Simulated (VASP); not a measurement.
Input of a VASP 6.6.1 run:

INCAR

```
PREC = Accurate
ENCUT = 520
EDIFF = 1E-6
ISMEAR = -1
SIGMA = 0.01
LREAL = F
LASPH = T
NELM = 60
ALGO = Normal
ISIF = 2
LWAVE = F
LCHARG = F
NBANDS = 27
```

The input KPOINTS:

```
Automatic mesh
0
Gamma
  5 5 5
```

POSCAR

```
KTaO3
1.0
    4.0680660000      0.0000000000      0.0000000000
    0.0000000000      4.0680660000      0.0000000000
    0.0000000000      0.0000000000      3.9883000000
K Ta O
1 1 3
Direct
    0.5000000000      0.5000000000      0.5000000000
    0.0000000000      0.0000000000      0.0000000000
    0.5000000000      0.0000000000      0.0000000000
    0.0000000000      0.5000000000      0.0000000000
    0.0000000000      0.0000000000      0.5000000000
```

Potentials or basis: VASP PAW LDA potentials, release 64 (K_sv, Ta_pv, O).

Launch:

```bash
$ cat potpaw_LDA.64/K_sv/POTCAR potpaw_LDA.64/Ta_pv/POTCAR potpaw_LDA.64/O/POTCAR > POTCAR
$ mpirun -np 1 vasp_std > vasp.out
```

Task: What does it give for the pressure?

Result: -11.4 GPa.

Task: What does it give for the band gap on the k mesh?

Result: 2.02 eV (least direct gap 2.54 eV).

Stress tensor (GPa, compression positive):
```
-13.59   0.00   0.00
  0.00 -13.59   0.00
  0.00   0.00  -7.15
```

Caveat: the cell differs from its parent crystal (equal xx and yy strain of +2 %); the cell stands under tension; spin-orbit coupling is left out, which moves the levels of the heavy elements; an odd mesh through Γ misses points on the zone boundary, where band edges can lie.
